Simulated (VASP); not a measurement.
# Pt (Cmcm) in VASP: notebook

Pt is run at these levels: LDA; tasks: single point.

Everything below comes from runs of VASP 6.6.1. Logs are shortened: lines on timing, memory, paths and dates and some standing lists are left out, and cuts for length are marked.

## 1. The cell of the first run

Symmetry: Cmcm, No. 63, orthorhombic system. The conventional cell has a = 2.708 Å, b = 4.691 Å, c = 4.677 Å, α = 90.00°, β = 90.00°, γ = 90.00°. Within 3.6 Å of Pt (site symmetry m2m) lie 12 Pt at 2.71 to 2.87 Å.

## 2. Single point, LDA (atoms displaced along a vibrational mode)

The input, INCAR:

```
SYSTEM = Pt
ALGO = Fast
EDIFF = 1E-7
ENCUT = 520
ISIF = 2
ISMEAR = 0
LASPH = .True.
LCHARG = .False.
LREAL = .False.
LWAVE = .False.
NBANDS = 17
NELM = 80
PREC = Accurate
SIGMA = 0.15
```

The input, KPOINTS:

```
k-points
0
Gamma
  18 18 10
  0 0 0
```

The input, POSCAR:

```
Pt
1.0
    2.7081940711      0.0000000000      0.0000000000
   -1.3540970355      2.3453648639      0.0000000000
    0.0000000000      0.0000000000      4.6773974959
Pt
2
Direct
    0.6768356601      0.3536713203      0.7500000000
    0.3231643399      0.6463286797      0.2500000000
```

Potentials or basis: VASP PAW LDA potentials, release 64 (Pt).

Command:

```bash
> cat potpaw_LDA.64/Pt/POTCAR > POTCAR
> mpirun -np 1 vasp_std > vasp.out
```

OUTCAR:

```text
SYSTEM = Pt
   EDIFF = 1E-7
   ENCUT = 520
   ISIF = 2
   ISMEAR = 0
   LASPH = .True.
   LREAL = .False.
   NELM = 80
   PREC = Accurate

 ion  position               nearest neighbor table
   1  0.677  0.354  0.750-   2 2.79   2 2.79   2 2.79   2 2.79   2 2.87   2 2.87
   2  0.323  0.646  0.250-   1 2.79   1 2.79   1 2.79   1 2.79   1 2.87   1 2.87

  LATTYP: Found a hexagonal cell.
 ALAT       =     2.7081940711
 C/A-ratio  =     1.7271278842

  Lattice vectors:

 A1 = (   2.7081940711,   0.0000000000,   0.0000000000)
 A2 = (  -1.3540970355,   2.3453648639,   0.0000000000)
 A3 = (   0.0000000000,   0.0000000000,   4.6773974959)

Analysis of symmetry for initial positions (statically):
=====================================================================
 Subroutine PRICEL returns:
 Original cell was already a primitive cell.

 Routine SETGRP: Setting up the symmetry group for a
 hexagonal supercell.

 Subroutine GETGRP returns: Found  8 space group operations
 (whereof  4 operations were pure point group operations)
 out of a pool of 24 trial point group operations.

The static configuration has the point symmetry C_2h.
 The point group associated with its full space group is D_2h.

Analysis of symmetry for dynamics (positions and initial velocities):
=====================================================================
 Subroutine PRICEL returns:
 Original cell was already a primitive cell.

 Routine SETGRP: Setting up the symmetry group for a
 hexagonal supercell.

 Subroutine GETGRP returns: Found  8 space group operations
 (whereof  4 operations were pure point group operations)
 out of a pool of 24 trial point group operations.

The dynamic configuration has the point symmetry C_2h.
 The point group associated with its full space group is D_2h.

 Subroutine INISYM returns: Found  8 space group operations
 (whereof  4 operations are pure point group operations),
 and found     1 'primitive' translations

----------------------------------------------------------------------------------------

                                     Primitive cell

  volume of cell :      29.7094

  direct lattice vectors                    reciprocal lattice vectors
     2.708194071  0.000000000  0.000000000     0.369249756  0.213186446  0.000000000
    -1.354097035  2.345364864  0.000000000     0.000000000  0.426372892  0.000000000
     0.000000000  0.000000000  4.677397496     0.000000000  0.000000000  0.213794103

  length of vectors
     2.708194071  2.708194071  4.677397496     0.426372892  0.426372892  0.213794103

  position of ions in fractional coordinates (direct lattice)
     0.676835660  0.353671320  0.750000000
     0.323164340  0.646328680  0.250000000

  ion indices of the primitive-cell ions
   primitive index   ion index
                 1           1
                 2           2

----------------------------------------------------------------------------------------

 KPOINTS: k-points

Automatic generation of k-mesh.
 Grid dimensions read from file:
 generate k-points for:   18   18   10

 Generating k-lattice:

  Cartesian coordinates                     Fractional coordinates (reciprocal lattice)
     0.020513875  0.011843691  0.000000000     0.055555556 -0.000000000  0.000000000
     0.000000000  0.023687383  0.000000000     0.000000000  0.055555556  0.000000000
     0.000000000  0.000000000  0.021379410     0.000000000  0.000000000  0.100000000

  Length of vectors
     0.023687383  0.023687383  0.021379410

  Shift w.r.t. Gamma in fractional coordinates (k-lattice)
     0.000000000  0.000000000  0.000000000

 Subroutine IBZKPT returns following result:
 ===========================================

 Found    546 irreducible k-points:

 Following reciprocal coordinates:
            Coordinates               Weight
  0.000000  0.000000  0.000000      1.000000
  0.055556  0.000000  0.000000      4.000000
  0.000000  0.055556  0.000000      2.000000
  0.111111  0.000000  0.000000      4.000000
  0.000000  0.111111  0.000000      2.000000
  0.166667  0.000000  0.000000      4.000000
[... 16 lines left out ...]
 -0.055556  0.166667  0.000000      4.000000
 -0.166667  0.111111  0.000000      4.000000
 [... further k-points ...]
   k-points           NKPTS =    546   k-points in BZ     NKDIM =    546   number of bands    NBANDS=     17
   number of dos      NEDOS =    301   number of ions     NIONS =      2
   total plane-waves  NPLWV =  14400
   dimension x,y,z NGX =    20 NGY =   20 NGZ =   36
   dimension x,y,z NGXF=    40 NGYF=   40 NGZF=   72
   ions per type =               2
   NGX,Y,Z   is equivalent  to a cutoff of  12.28, 12.28, 12.80 a.u.
   NGXF,Y,Z  is equivalent  to a cutoff of  24.55, 24.55, 25.59 a.u.
 SYSTEM =  Pt
   PREC   = accura    normal or accurate (medium, high low for compatibility)
   ISTART =      0    job   : 0-new  1-cont  2-samecut
   ICHARG =      2    charge: 1-file 2-atom 10-const
   ISPIN  =      1    spin polarized calculation?
   LNONCOLLINEAR =      F non collinear calculations
   LSORBIT =      F    spin-orbit coupling
   LASPH  =      T    aspherical Exc in radial PAW
   ENCUT  =  520.0 eV  38.22 Ry    6.18 a.u.   5.04  5.04  8.70*2*pi/ulx,y,z
   NELM   =     80;   NELMIN=  2; NELMDL= -5     # of ELM steps
   EDIFF  = 0.1E-06   stopping-criterion for ELM
   LREAL  =      F    real-space projection
   EDIFFG = 0.1E-05   stopping-criterion for IOM
   NSW    =      0    number of steps for IOM
   IBRION =     -1    ionic relax: 0-MD 1-quasi-New 2-CG
   NFREE  =      0    steps in history (QN), initial steepest desc. (CG)
   ISIF   =      2    stress and relaxation
   ISYM   =      2    0-nonsym 1-usesym 2-fastsym
   POTIM  = 0.5000    time-step for ionic-motion
   TEBEG  =    0.0;   TEEND  =   0.0 temperature during run
   PSTRESS=    0.0 pullay stress
   NELECT =      20.0000    total number of electrons
   NUPDOWN=      -1.0000    fix difference up-down
   EMIN   =  10.00;   EMAX   =-10.00  energy-range for DOS
   EFERMI =   0.00;   METHOD = LEGACY
   ISMEAR =     0;   SIGMA  =   0.15  broadening in eV -4-tet -1-fermi 0-gaus
   EFERMI_NEDOS =   21; number of points for ismear=-14 and -15
   IALGO  =     68    algorithm
   IMIX   =      4    mixing-type and parameters
     AMIX     =   0.40;   BMIX     =  1.00
     AMIX_MAG =   1.60;   BMIX_MAG =  1.00
  volume/ion in A,a.u.               =      14.85       100.24
  Fermi-wavevector in a.u.,A,eV,Ry     =   1.434784  2.711350 28.009042  2.058607
  Thomas-Fermi vector in A             =   2.554155
   LORBIT       =      0    0 simple, 1 ext, 2 COOP (PROOUT), +10 PAW based schemes
   GGA     = CA    functional components
   LHFCALC =     F    Hartree Fock is set to
   AEXX    =    0.0000 exact exchange contribution
   IVDW    =     0    specifies the selected vdW correction
   LEPSILON=     F    determine dielectric tensor
   LRPA    =     F    only Hartree local field effects (RPA)
 non-spin polarized calculation
 RMM-DIIS sequential band-by-band and
 Gauss-broadening in eV      SIGMA  =   0.15
  energy-cutoff  :      520.00
  volume of cell :       29.71
 maximum number of plane-waves:       825
   NGX = 11   NGY = 11   NGZ = 17

 number of electron      19.9999997 magnetization

 Free energy of the ion-electron system (eV)
  ---------------------------------------------------
  ext. energy  EPLUGINS =         0.00000000
  ---------------------------------------------------
  free energy    TOTEN  =       -14.90156722 eV

  energy without entropy =      -14.86321994  energy(sigma->0) =      -14.88239358

 E-fermi :  11.4124     XC(G=0): -13.7707

 val. band max:       11.4120634190   @ k =  -0.2222  -0.3889   0.4000
 cond. band min:      11.4124895860   @ k =   0.3889   0.0556   0.0000
 fundamental gap:      0.0004261670
 Fermi energy:        11.4124106246

 k-point     1 :       0.0000    0.0000    0.0000
  band No.  band energies     occupation
      1       1.0167      2.00000
      2       3.7201      2.00000
      3       7.0298      2.00000
      4       7.5763      2.00000
      5       7.6640      2.00000
      6       7.9979      2.00000
[... 9 lines left out ...]
     16      28.6160      0.00000
     17      33.2036      0.00000

 k-point     2 :       0.0556    0.0000    0.0000
  band No.  band energies     occupation
      1       1.1359      2.00000
      2       3.8320      2.00000
      3       7.0195      2.00000
      4       7.5744      2.00000
      5       7.7431      2.00000
      6       7.9989      2.00000
[... 9 lines left out ...]
     16      28.8121      0.00000
     17      31.9532      0.00000

 k-point     3 :       0.0000    0.0556    0.0000
  band No.  band energies     occupation
      1       1.1350      2.00000
      2       3.8279      2.00000
      3       7.0304      2.00000
      4       7.6520      2.00000
      5       7.6702      2.00000
      6       7.9306      2.00000
[... 9 lines left out ...]
     16      28.7689      0.00000
     17      32.1175      0.00000

 k-point     4 :       0.1111    0.0000    0.0000
  band No.  band energies     occupation
      1       1.4845      2.00000
      2       4.1485      2.00000
      3       6.9257      2.00000
      4       7.5710      2.00000
      5       7.9169      2.00000
      6       8.0140      2.00000
[... 9 lines left out ...]
     16      29.2514      0.00000
     17      30.6706      0.00000

 k-point     5 :       0.0000    0.1111    0.0000
  band No.  band energies     occupation
      1       1.4800      2.00000
      2       4.1295      2.00000
      3       6.9719      2.00000
      4       7.7100      2.00000
      5       7.7517      2.00000
      6       7.9476      2.00000
[... 9 lines left out ...]
     16      28.9713      0.00000
     17      31.0329      0.00000

 k-point     6 :       0.1667    0.0000    0.0000
  band No.  band energies     occupation
      1       2.0324      2.00000
      2       4.5935      2.00000
      3       6.7504      2.00000
      4       7.4260      2.00000
      5       7.7474      2.00000
      6       8.0950      2.00000
[... 9 lines left out ...]
     16      29.3690      0.00000
     17      29.7908      0.00000

 k-point     7 :       0.0000    0.1667    0.0000
  band No.  band energies     occupation
      1       2.0195      2.00000
      2       4.5422      2.00000
      3       6.8389      2.00000
      4       7.5101      2.00000
      5       7.6356      2.00000
      6       7.9751      2.00000
[... 9 lines left out ...]
     16      28.9652      0.00000
     17      29.6995      0.00000

 k-point     8 :       0.2222    0.0000    0.0000
  band No.  band energies     occupation
      1       2.7192      2.00000
      2       4.9666      2.00000
      3       6.7135      2.00000
      4       7.0047      2.00000
      5       7.2036      2.00000
      6       8.4952      2.00000
[... 9 lines left out ...]
     16      28.4005      0.00000
     17      29.9518      0.00000
[... 203 lines left out ...]
      1       4.3351      2.00000
      2       4.3375      2.00000
      3       4.9979      2.00000
      4       7.8423      2.00000
      5       8.0476      2.00000
      6       8.1352      2.00000
[... 9 lines left out ...]
     16      23.5522      0.00000
     17      25.3218      0.00000

 k-point    20 :       0.0556    0.0556    0.0000
  band No.  band energies     occupation
      1       1.3681      2.00000
      2       4.0390      2.00000
      3       6.9797      2.00000
      4       7.6227      2.00000
      5       7.8528      2.00000
      6       7.8974      2.00000
[... 9 lines left out ...]
     16      29.0154      0.00000
     17      31.2456      0.00000

 k-point    21 :      -0.1111    0.0556    0.0000
  band No.  band energies     occupation
      1       1.3709      2.00000
      2       4.0507      2.00000
      3       6.9588      2.00000
      4       7.5771      2.00000
      5       7.9047      2.00000
      6       7.9369      2.00000
[... 9 lines left out ...]
     16      29.1838      0.00000
     17      30.8999      0.00000

 k-point    22 :       0.1111    0.0556    0.0000
  band No.  band energies     occupation
      1       1.8174      2.00000
      2       4.4281      2.00000
      3       6.8051      2.00000
      4       7.5292      2.00000
      5       7.9093      2.00000
      6       8.0204      2.00000
[... 9 lines left out ...]
     16      28.9156      0.00000
     17      30.3239      0.00000

 k-point    23 :      -0.0556    0.1667    0.0000
  band No.  band energies     occupation
      1       1.8131      2.00000
      2       4.4098      2.00000
      3       6.8442      2.00000
      4       7.6187      2.00000
      5       7.7954      2.00000
      6       7.9808      2.00000
[... 9 lines left out ...]
     16      28.6747      0.00000
     17      30.3646      0.00000

 k-point    24 :      -0.1667    0.1111    0.0000
  band No.  band energies     occupation
      1       1.8219      2.00000
      2       4.4447      2.00000
      3       6.7920      2.00000
      4       7.5911      2.00000
      5       7.8298      2.00000
      6       8.1200      2.00000
[... 9 lines left out ...]
     16      28.9321      0.00000
     17      30.0817      0.00000

 [... further k-points ...]
[... 5 lines left out ...]
  --------------------------------------------------------------------------------------
  -------------------------------------------------------------------------------------
  Total        0.2392906      0.1871672      0.0967504      0.0000000      0.0000000      0.0000000
  in kB       12.9045194     10.0935965      5.2175775      0.0000000      0.0000000      0.0000000
  external PRESSURE =       9.4052311 kB  Pullay stress =       0.0000000 kB

 VOLUME and BASIS-vectors are now :
 -----------------------------------------------------------------------------
  energy-cutoff  :      520.00
  volume of cell :       29.71
      direct lattice vectors                 reciprocal lattice vectors
     2.708194071  0.000000000  0.000000000     0.369249756  0.213186446  0.000000000
    -1.354097035  2.345364864  0.000000000     0.000000000  0.426372892  0.000000000
     0.000000000  0.000000000  4.677397496     0.000000000  0.000000000  0.213794103

 POSITION                                       TOTAL-FORCE (eV/Angst)
 -----------------------------------------------------------------------------------
      1.35410      0.82949      3.50805         0.000000      0.036279     -0.000000
      0.00000      1.51588      1.16935        -0.000000     -0.036279      0.000000
 -----------------------------------------------------------------------------------
    total drift:                                0.000000     -0.000000      0.000000

  FREE ENERGIE OF THE ION-ELECTRON SYSTEM (eV)
  ---------------------------------------------------
  free  energy   TOTEN  =       -14.9015672238 eV

  energy  without entropy=      -14.8632199396  energy(sigma->0) =      -14.88239358
```

Wall time 1.7 min (1 thread of Intel Xeon 6975P-C (Granite Rapids), shared host); peak memory 0.32 GiB.

Results:

- Free energy: -14.9016 eV
- Pressure: 0.9 GPa
- Largest force: 0.036 eV/Å
- Band gap on the k mesh: zero (bands 10 and 11 overlap by 1.38 eV)

Forces on the atoms (eV/Å):
```
Pt   0.000  0.036  0.000
Pt   0.000 -0.036  0.000
```

Caveat: the cell differs from its parent crystal (atoms displaced along a vibrational mode); spin-orbit coupling is left out, which moves the levels of the heavy elements.

## 3. Single point, LDA (atoms displaced along a vibrational mode)

The input, INCAR:

```
SYSTEM = Pt
PREC = Accurate
ENCUT = 520
EDIFF = 1E-6
ISMEAR = 0
SIGMA = 0.15
LREAL = .False.
LASPH = .True.
NELM = 80
ALGO = Fast
ISIF = 2
LWAVE = .False.
LCHARG = .True.
LELF = .True.
LVHAR = .True.
NBANDS = 17
```

The input, KPOINTS:

```
regular mesh
0
Gamma
  18 18 10
  0 0 0
```

The input, POSCAR:

```
Pt
1.0
    2.7081940711      0.0000000000      0.0000000000
   -1.3540970355      2.3453648639      0.0000000000
    0.0000000000      0.0000000000      4.6773974959
Pt
2
Direct
    0.6564976732      0.3129953464      0.7500000000
    0.3435023268      0.6870046536      0.2500000000
```

Potentials or basis: VASP PAW LDA potentials, release 64 (Pt).

Command:

```bash
> cat potpaw_LDA.64/Pt/POTCAR > POTCAR
> mpirun -np 1 vasp_std > vasp.out
```

Run time: 90 s. Hardware: 1 thread of Intel Xeon 6975P-C (Granite Rapids), shared host; peak memory 0.31 GiB.

It converged, with:

```
Free energy            : -14.8996 eV
Pressure               : 1.0 GPa
Largest force          : 0.025 eV/Å
Band gap on the k mesh : zero (bands 10 and 11 overlap by 1.42 eV)
```

Forces in eV/Å, atoms in the order of the input:
```
Pt   0.000  0.025  0.000
Pt   0.000 -0.025  0.000
```

Stress tensor (GPa, compression positive):
```
0.65 0.00 0.00
0.00 1.70 0.00
0.00 0.00 0.72
```

Levels at points of the mesh, in eV from the Fermi level:
```tsv
k point	band 7	band 8	band 9	band 10	band 11	band 12	band 13	band 14
(0.00, 0.00, 0.00)	-3.31	-2.22	-1.81	-0.97	-0.44	-0.06	5.15	14.96
(0.50, 0.00, 0.00)	-2.78	0.02	0.34	0.52	2.26	4.04	7.40	8.82
(0.00, 0.50, 0.00)	-3.20	0.02	0.27	0.59	2.61	3.73	7.90	9.65
(0.00, 0.00, 0.50)	-3.76	-3.76	-0.95	-0.95	-0.81	-0.81	12.43	12.43
(0.50, 0.00, 0.50)	-1.14	-1.14	0.45	0.45	1.83	1.83	6.79	6.79
(0.00, 0.50, 0.50)	-0.67	-0.67	0.44	0.44	1.39	1.39	7.10	7.10
```

Caveat: the cell differs from its parent crystal (atoms displaced along a vibrational mode); spin-orbit coupling is left out, which moves the levels of the heavy elements.
